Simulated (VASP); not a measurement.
The system is Ru.

```
CELL_PARAMETERS angstrom
2.70580 0.00000 0.00000
-1.35290 2.34329 0.00000
0.00000 0.00000 4.28190
ATOMIC_POSITIONS crystal
Ru 0.33333 0.66667 0.25000
Ru 0.66667 0.33333 0.75000
```

Base run:

* Program: VASP 6.6.1
* Functional: r2SCAN
* Potentials or basis: VASP PAW PBE potentials, release 64 (Ru_pv)
* Cutoff: 520 eV
* k mesh: 20 × 20 × 11
* Occupations: fermi-dirac, width 0.05 eV
* Spin: no spin polarisation

Its results: band gap on the k mesh zero (bands 14 and 15 overlap by 3.38 eV); pressure -0.6 GPa.

The run is repeated on the same cell with these changes: functional from r2SCAN to PBEsol. What comes out?

Band gap on the k mesh zero (bands 14 and 15 overlap by 3.25 eV); pressure -6.4 GPa.

Caveats: the PAW data sets were made with another functional, which shifts forces and pressure a little; the cell stands under tension (at least some runs).
